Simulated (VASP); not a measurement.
Si:

```
CELL_PARAMETERS angstrom
0.00000 2.73988 2.73988
2.73988 0.00000 2.73988
2.73988 2.73988 0.00000
ATOMIC_POSITIONS crystal
Si 0.50000 0.50000 0.50000
Si 0.75000 0.75000 0.75000
```

Base run:

| Quantity | Value |
| --- | --- |
| Program | VASP 6.6.1 |
| Functional | BLYP |
| Dispersion | D3(BJ) |
| Potentials or basis | VASP PAW PBE potentials, release 64 (Si) |
| Cutoff | 520 eV |
| k mesh | 8 × 8 × 8 |
| Occupations | fermi-dirac, width 0.05 eV |
| Spin | no spin polarisation |

Its results: band gap on the k mesh 0.88 eV, indirect (least direct gap 2.69 eV); pressure -2.7 GPa.

**Question.** The run is repeated on the same cell with these changes: functional from BLYP to RPBE. What comes out?

**Answer.** Band gap on the k mesh 0.72 eV, indirect (least direct gap 2.56 eV); pressure -8.0 GPa.

Caveats: the PAW data sets were made with another functional, which shifts forces and pressure a little.

A k mesh can miss the band edges.
